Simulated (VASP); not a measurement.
Here is a VASP 6.6.1 calculation.

File INCAR:

```
SYSTEM = SiSe
PREC = Accurate ; ENCUT = 500
EDIFF = 1E-6 ; ISMEAR = -1
SIGMA = 0.05 ; LREAL = .False.
LASPH = .True. ; NELM = 120
ALGO = Normal ; ISIF = 2
LWAVE = .False. ; LCHARG = .False.
GGA = PE ; NBANDS = 12
GGA_COMPAT = .False.
```

Contents of KPOINTS:

```
Automatic mesh
0
Gamma
  7 7 6
  0 0 0
```

File POSCAR:

```
SiSe
1.0
    3.6311520000      0.0000000000      0.0000000000
   -1.8155760000      3.1446653000      0.0000000000
    0.0000000000      0.0000000000      3.5987300000
Si Se
1 1
Direct
    0.6666700000      0.3333300000      0.5000000000
    0.0000000000      0.0000000000      0.0000000000
```

Potentials or basis: VASP PAW PBE potentials, release 64 (Si, Se).

Command:

```console
$ cat potpaw_PBE.64/Si/POTCAR potpaw_PBE.64/Se/POTCAR > POTCAR
$ mpirun -np 1 vasp_std > vasp.out
```

Problem. What does it give for the pressure?

Solution. -1.4 GPa.

Problem. What does it give for the band gap on the k mesh?

Solution. Zero (band 5 reaches 7.31 eV, above the bottom of band 6 at 4.33 eV).

Stress tensor (GPa, compression positive):
```
-1.56  0.00  0.00
 0.00 -1.56  0.00
 0.00  0.00 -1.09
```
